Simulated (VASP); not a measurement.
# Mo (I4_1/amd) in VASP: notebook

Runs on Mo. Level: LDA. Tasks: relaxation of cell and atoms.

Program: VASP 6.6.1. These are calculated values, not measurements. Logs are shortened: lines on timing, memory, paths and dates and some standing lists are left out, and cuts for length are marked.

### 1 The cell of the first run

It takes space group I4_1/amd (No. 141, tetragonal). Conventional cell: a = 4.797 Å, b = 4.797 Å, c = 2.638 Å, α = 90.00°, β = 90.00°, γ = 90.00°. Mo (site symmetry -4m2) has 10 Mo at 2.49 to 3.11 Å within 3.3 Å.

### 2 Relaxation of cell and atoms, LDA, target pressure 6.5 GPa, at which the enthalpy is minimised

Contents of INCAR:

```
SYSTEM = Mo
  ALGO = Normal
  EDIFF = 1E-7
  EDIFFG = -0.005
  ENCUT = 600
  GGA = CA
  IBRION = 2
  ISIF = 3
  ISMEAR = -1
  LASPH = .TRUE.
  LCHARG = .FALSE.
  LREAL = .FALSE.
  LUSENCCL = .FALSE.
  LWAVE = .FALSE.
  NELM = 60
  NSW = 60
  PREC = Accurate
  PSTRESS = 65.0
  SIGMA = 0.05
```

Contents of KPOINTS:

```
k-points
0
G
  16 16 16
  0 0 0
```

Contents of POSCAR:

```
Mo
1.0
   -2.3983783914      2.3983783914      1.3191081153
    2.3983783914     -2.3983783914      1.3191081153
    2.3983783914      2.3983783914     -1.3191081153
Mo
2
Direct
   -0.3750000000     -0.1250000000     -0.2500000000
    0.3750000000      0.1250000000      0.2500000000
```

Potentials or basis: VASP PAW LDA potentials, release 64 (Mo_sv).

The run is started by

```bash
$ cat potpaw_LDA.64/Mo_sv/POTCAR > POTCAR
$ mpirun -np 1 vasp_std > vasp.out
```

OUTCAR:

```text
SYSTEM = Mo
   EDIFF = 1E-7
   EDIFFG = -0.005
   ENCUT = 600
   GGA = CA
   IBRION = 2
   ISIF = 3
   ISMEAR = -1
   LASPH = .TRUE.
   LREAL = .FALSE.
   NELM = 60
   NSW = 60
   PREC = Accurate
   PSTRESS = 65.0

 ion  position               nearest neighbor table
   1  0.625  0.875  0.750-   2 2.49   2 2.49   2 2.49   2 2.49   2 3.11   2 3.11   2 3.11   2 3.11

   2  0.375  0.125  0.250-   1 2.49   1 2.49   1 2.49   1 2.49   1 3.11   1 3.11   1 3.11   1 3.11

  LATTYP: Found a body centered tetragonal cell.
 ALAT       =     4.7967567828
 C/A-ratio  =     0.5500000000

  Lattice vectors:

 A1 = (  -2.3983783914,   2.3983783914,   1.3191081153)
 A2 = (   2.3983783914,  -2.3983783914,   1.3191081153)
 A3 = (   2.3983783914,   2.3983783914,  -1.3191081153)

Analysis of symmetry for initial positions (statically):
=====================================================================
 Subroutine PRICEL returns:
 Original cell was already a primitive cell.

 Routine SETGRP: Setting up the symmetry group for a
 body centered tetragonal supercell.

 Subroutine GETGRP returns: Found 16 space group operations
 (whereof  4 operations were pure point group operations)
 out of a pool of 16 trial point group operations.

The static configuration has the point symmetry C_2h.
 The point group associated with its full space group is D_4h.

Analysis of symmetry for dynamics (positions and initial velocities):
=====================================================================
 Subroutine PRICEL returns:
 Original cell was already a primitive cell.

 Routine SETGRP: Setting up the symmetry group for a
 body centered tetragonal supercell.

 Subroutine GETGRP returns: Found 16 space group operations
 (whereof  4 operations were pure point group operations)
 out of a pool of 16 trial point group operations.

The dynamic configuration has the point symmetry C_2h.
 The point group associated with its full space group is D_4h.

 Subroutine INISYM returns: Found 16 space group operations
 (whereof  4 operations are pure point group operations),
 and found     1 'primitive' translations

----------------------------------------------------------------------------------------

                                     Primitive cell

  volume of cell :      30.3512

  direct lattice vectors                    reciprocal lattice vectors
    -2.398378391  2.398378391  1.319108115     0.000000000  0.208474193  0.379043988
     2.398378391 -2.398378391  1.319108115     0.208474193  0.000000000  0.379043988
     2.398378391  2.398378391 -1.319108115     0.208474193  0.208474193  0.000000000

  length of vectors
     3.639297190  3.639297190  3.639297190     0.432591994  0.432591994  0.294827031

  position of ions in fractional coordinates (direct lattice)
     0.625000000  0.875000000  0.750000000
     0.375000000  0.125000000  0.250000000

  ion indices of the primitive-cell ions
   primitive index   ion index
                 1           1
                 2           2

----------------------------------------------------------------------------------------

 KPOINTS: k-points

Automatic generation of k-mesh.
 Grid dimensions read from file:
 generate k-points for:   16   16   16

 Generating k-lattice:

  Cartesian coordinates                     Fractional coordinates (reciprocal lattice)
     0.000000000  0.013029637  0.023690249     0.062500000  0.000000000 -0.000000000
     0.013029637  0.000000000  0.023690249     0.000000000  0.062500000 -0.000000000
     0.013029637  0.013029637  0.000000000     0.000000000  0.000000000  0.062500000

  Length of vectors
     0.027037000  0.027037000  0.018426689

  Shift w.r.t. Gamma in fractional coordinates (k-lattice)
     0.000000000  0.000000000  0.000000000

 Subroutine IBZKPT returns following result:
 ===========================================

 Found    349 irreducible k-points:

 Following reciprocal coordinates:
            Coordinates               Weight
  0.000000  0.000000  0.000000      1.000000
  0.062500  0.000000  0.000000      8.000000
  0.125000  0.000000  0.000000      8.000000
  0.187500  0.000000  0.000000      8.000000
  0.250000  0.000000  0.000000      8.000000
  0.312500  0.000000  0.000000      8.000000
[... 16 lines left out ...]
 -0.125000  0.062500  0.000000     16.000000
 -0.062500  0.062500  0.000000      4.000000
 [... further k-points ...]
   k-points           NKPTS =    349   k-points in BZ     NKDIM =    349   number of bands    NBANDS=     18
   number of dos      NEDOS =    301   number of ions     NIONS =      2
   total plane-waves  NPLWV =  27000
   dimension x,y,z NGX =    30 NGY =   30 NGZ =   30
   dimension x,y,z NGXF=    60 NGYF=   60 NGZF=   60
   ions per type =               2
   NGX,Y,Z   is equivalent  to a cutoff of  13.70, 13.70, 13.70 a.u.
   NGXF,Y,Z  is equivalent  to a cutoff of  27.41, 27.41, 27.41 a.u.
 SYSTEM =  Mo
   PREC   = accura    normal or accurate (medium, high low for compatibility)
   ISTART =      0    job   : 0-new  1-cont  2-samecut
   ICHARG =      2    charge: 1-file 2-atom 10-const
   ISPIN  =      1    spin polarized calculation?
   LNONCOLLINEAR =      F non collinear calculations
   LSORBIT =      F    spin-orbit coupling
   LASPH  =      T    aspherical Exc in radial PAW
   ENCUT  =  600.0 eV  44.10 Ry    6.64 a.u.   7.27  7.27  7.27*2*pi/ulx,y,z
   NELM   =     60;   NELMIN=  2; NELMDL= -5     # of ELM steps
   EDIFF  = 0.1E-06   stopping-criterion for ELM
   LREAL  =      F    real-space projection
   EDIFFG = -.5E-02   stopping-criterion for IOM
   NSW    =     60    number of steps for IOM
   IBRION =      2    ionic relax: 0-MD 1-quasi-New 2-CG
   NFREE  =      1    steps in history (QN), initial steepest desc. (CG)
   ISIF   =      3    stress and relaxation
   ISYM   =      2    0-nonsym 1-usesym 2-fastsym
   POTIM  = 0.5000    time-step for ionic-motion
   TEBEG  =    0.0;   TEEND  =   0.0 temperature during run
   PSTRESS=   65.0 pullay stress
   NELECT =      28.0000    total number of electrons
   NUPDOWN=      -1.0000    fix difference up-down
   EMIN   =  10.00;   EMAX   =-10.00  energy-range for DOS
   EFERMI =   0.00;   METHOD = LEGACY
   ISMEAR =    -1;   SIGMA  =   0.05  broadening in eV -4-tet -1-fermi 0-gaus
   EFERMI_NEDOS =   21; number of points for ismear=-14 and -15
   IALGO  =     38    algorithm
   IMIX   =      4    mixing-type and parameters
     AMIX     =   0.40;   BMIX     =  1.00
     AMIX_MAG =   1.60;   BMIX_MAG =  1.00
  volume/ion in A,a.u.               =      15.18       102.41
  Fermi-wavevector in a.u.,A,eV,Ry     =   1.593684  3.011626 34.556472  2.539829
  Thomas-Fermi vector in A             =   2.691876
   LORBIT       =      0    0 simple, 1 ext, 2 COOP (PROOUT), +10 PAW based schemes
   GGA     = CA    functional components
   LHFCALC =     F    Hartree Fock is set to
   AEXX    =    0.0000 exact exchange contribution
   IVDW    =     0    specifies the selected vdW correction
   LEPSILON=     F    determine dielectric tensor
   LRPA    =     F    only Hartree local field effects (RPA)
 conjugate gradient relaxation of ions
 non-spin polarized calculation
  energy-cutoff  :      600.00
  volume of cell :       30.35
 maximum number of plane-waves:      1033
 NGX is ok and might be reduce to    30
   NGX = 15   NGY = 15   NGZ = 15

--------------------------------------- Ionic step        1  -------------------------------------------

 number of electron      28.0000002 magnetization

 Free energy of the ion-electron system (eV)
  ---------------------------------------------------
  ext. energy  EPLUGINS =         0.00000000
  ---------------------------------------------------
  free energy    TOTEN  =       -22.44564818 eV

  energy without entropy =      -22.43265324  energy(sigma->0) =      -22.43915071

------------------------ aborting loop because EDIFF is reached ----------------------------------------

  FORCE on cell =-STRESS in cart. coord.  units (eV):
  Direction    XX          YY          ZZ          XY          YZ          ZX
  --------------------------------------------------------------------------------------
  -------------------------------------------------------------------------------------
  Total        3.7660772      3.7660772      1.3467540     -0.0000000     -0.0000000     -0.0000000
  in kB      198.8034936    198.8034936     71.0923837     -0.0000000     -0.0000000     -0.0000000
  external PRESSURE =      91.2331236 kB  Pullay stress =      65.0000000 kB
[... 289 lines left out ...]
  enthalpy is  TOTEN    =       -21.2832426306 eV   P V=        1.2735978164

--------------------------------------- Ionic step        9  -------------------------------------------

 number of electron      27.9999999 magnetization

 Free energy of the ion-electron system (eV)
  ---------------------------------------------------
  ext. energy  EPLUGINS =         0.00000000
  ---------------------------------------------------
  free energy    TOTEN  =       -22.55418798 eV

  energy without entropy =      -22.54006708  energy(sigma->0) =      -22.54712753

 E-fermi :  12.3498     XC(G=0): -13.4871

 val. band max:       12.3494897897   @ k =   0.5000   0.2500   0.1250
 cond. band min:      12.3504510988   @ k =   0.3125   0.1250   0.0000
 fundamental gap:      0.0009613092
 Fermi energy:        12.3498071844

 k-point     1 :       0.0000    0.0000    0.0000
  band No.  band energies     occupation
      1     -48.4310      2.00000
      2     -47.9018      2.00000
      3     -23.2124      2.00000
      4     -23.2124      2.00000
      5     -21.7208      2.00000
      6     -21.7208      2.00000
[... 10 lines left out ...]
     17      14.2973      0.00000
     18      16.6138      0.00000
[... 466 lines left out ...]
      2     -47.9069      2.00000
      3     -23.2013      2.00000
      4     -23.2004      2.00000
      5     -21.7574      2.00000
      6     -21.7389      2.00000
[... 10 lines left out ...]
     17      14.3322      0.00000
     18      16.5224      0.00000

 [... further k-points ...]

------------------------ aborting loop because EDIFF is reached ----------------------------------------

  FORCE on cell =-STRESS in cart. coord.  units (eV):
  Direction    XX          YY          ZZ          XY          YZ          ZX
  --------------------------------------------------------------------------------------
  -------------------------------------------------------------------------------------
  Total        1.2671259      1.2671259      1.2722941     -0.0000000      0.0000000      0.0000000
  in kB       64.8109473     64.8109473     65.0752931     -0.0000000      0.0000000      0.0000000
  external PRESSURE =      -0.1009374 kB  Pullay stress =      65.0000000 kB
[... 17 lines left out ...]
  FREE ENERGIE OF THE ION-ELECTRON SYSTEM (eV)
  ---------------------------------------------------
  free  energy   TOTEN  =       -22.5541879783 eV

  energy  without entropy=      -22.5400670754  energy(sigma->0) =      -22.54712753

  enthalpy is  TOTEN    =       -21.2833659044 eV   P V=        1.2708220739

 reached required accuracy - stopping structural energy minimisation
```

Wall time 59 min (1 × NVIDIA H100 80GB with 1 thread of Intel Xeon Platinum 8481C at 2.70GHz (Sapphire Rapids), shared host); peak memory 1.3 GiB.

What came out:

```
Free energy                                                : -22.5542 eV
Relaxed volume                                             : 15.66 Å³/atom
Relaxed cell                                               : a = 3.719 Å, b = 3.719 Å, c = 3.719 Å, α = 96.87°, β = 96.87°, γ = 139.53°
Space group after relaxing (to 0.1 Å)                      : I4_1/amd (No. 141)
Energy change on relaxing (the run minimises the enthalpy) : -54.3 meV/atom
Ionic steps                                                : 9
Pressure after relaxing                                    : 6.5 GPa
Band gap on the k mesh                                     : zero (bands 14 and 15 overlap by 3.19 eV)
```

Step by step:
| step | energy change (eV) | largest force (eV/Å) | pressure (GPa) | volume (Å³) |
| --- | --- | --- | --- | --- |
| 1 | 0.0000 | 0.0000 | 15.62 | 30.35 |
| 2 | -0.0349 | 0.0000 | -13.00 | 34.27 |
| 3 | -0.1025 | 0.0000 | 3.78 | 31.66 |
| 4 | -0.1007 | 0.0000 | 4.15 | 31.61 |
| 5 | -0.1047 | 0.0000 | 7.22 | 31.24 |
| 6 | -0.1074 | 0.0000 | 6.71 | 31.30 |
| 7 | -0.1071 | 0.0000 | 6.77 | 31.29 |
| 8 | -0.1112 | 0.0000 | 5.92 | 31.39 |
| 9 | -0.1085 | 0.0000 | 6.49 | 31.32 |

Final structure:
```
Mo
1.0
    -2.46732    2.46732    1.28639
     2.46732   -2.46732    1.28639
     2.46732    2.46732   -1.28639
Mo
2
Direct
  0.62500 0.87500 0.75000
  0.37500 0.12500 0.25000
```

Caveat: the cell is relaxed towards a set pressure, so the run minimises the enthalpy, not the energy.

(Part 1 of 2 ends here.)
